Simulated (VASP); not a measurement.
A run of VASP 6.6.1 is set up as follows.

The input INCAR:

```
SYSTEM = KF
PREC     = Accurate       ! precision mode
ENCUT    = 600            ! plane-wave cutoff, eV
EDIFF    = 1E-6           ! SCF threshold, eV
ISMEAR   = 0              ! smearing method
SIGMA    = 0.02           ! smearing width, eV
LREAL    = .False.        ! projectors in reciprocal space
LASPH    = .True.         ! aspherical terms in the spheres
NELM     = 60             ! most SCF steps
ALGO     = Normal         ! electronic algorithm
ISIF     = 3              ! what is computed and relaxed
LWAVE    = .False.        ! write WAVECAR
LCHARG   = .False.        ! write CHGCAR
GGA      = PE             ! functional
IBRION   = 2              ! ionic algorithm
NSW      = 65             ! ionic steps
EDIFFG   = -0.01          ! ionic threshold
```

KPOINTS

```
regular mesh
0
Gamma
  9 9 6
  0 0 0
```

Contents of POSCAR:

```
KF
1.0
    3.8319348817      0.0000000000      0.0000000000
   -1.9159674408      3.3185529532      0.0000000000
    0.0000000000      0.0000000000      6.2574556409
K F
2 2
Direct
    0.0000000000      0.0000000000      0.0000000000
    0.3333333333      0.6666666667      0.5000000000
    0.6666666667      0.3333333333      0.2500000000
    0.6666666667      0.3333333333      0.7500000000
```

Potentials or basis: VASP PAW PBE potentials, release 64 (K_sv, F).

Launch:

```bash
$ cat potpaw_PBE.64/K_sv/POTCAR potpaw_PBE.64/F/POTCAR > POTCAR
$ mpirun -np 1 vasp_std > vasp.out
```

Question: Estimate the space group after relaxing (to 0.05 Å).

Answer: P6_3/mmc (No. 194).

Question: Predict the relaxed volume.

Answer: 19.84 Å³/atom.

Question: Estimate the band gap on the k mesh.

Answer: 5.56 eV, direct.

The path:
```
step  energy change (eV)  largest force (eV/Å)  pressure (GPa)  volume (Å³)
   1              0.0000                0.0000            0.03        79.57
   2             -0.0179                0.0000            0.01        79.61
   3             -0.0380                0.0000           -0.10        79.61
   4             -0.0382                0.0000           -0.11        79.61
   5             -0.0382                0.0000           -0.11        79.61
   6             -0.0383                0.0000           -0.03        79.37
```

A k mesh can miss the band edges. As with any semilocal functional, this PBE gap is likely too small.
